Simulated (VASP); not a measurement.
A run of VASP 6.6.1 is set up as follows.

File INCAR:

```
SYSTEM = Ir
PREC     = Accurate       ! precision mode
ENCUT    = 520            ! plane-wave cutoff, eV
EDIFF    = 1E-6           ! SCF threshold, eV
ISMEAR   = -1             ! smearing method
SIGMA    = 0.1            ! smearing width, eV
LREAL    = .False.        ! projectors in reciprocal space
LASPH    = .True.         ! aspherical terms in the spheres
NELM     = 100            ! most SCF steps
ALGO     = Normal         ! electronic algorithm
ISIF     = 2              ! what is computed and relaxed
LWAVE    = .False.        ! write WAVECAR
LCHARG   = .False.        ! write CHGCAR
GGA      = CA             ! functional
NBANDS   = 10             ! bands
```

File KPOINTS:

```
regular mesh
0
Gamma
  24 24 24
  0 0 0
```

POSCAR

```
Ir
1.0
    0.0000000000      1.9028740553      1.9028740553
    1.9028740553      0.0000000000      1.9028740553
    1.9028740553      1.9028740553      0.0000000000
Ir
1
Direct
    0.0000000000      0.0000000000      0.0000000000
```

Potentials or basis: VASP PAW LDA potentials, release 64 (Ir).

The run is started by

```console
$ cat potpaw_LDA.64/Ir/POTCAR > POTCAR
$ mpirun -np 1 vasp_std > vasp.out
```

What does it give for the band gap on the k mesh?

Zero (an odd number of electrons rules out a gap without spin polarisation).

Predict the pressure.

4.6 GPa.

Caveat: the cell stands under pressure; spin-orbit coupling is left out, which moves the levels of the heavy elements.
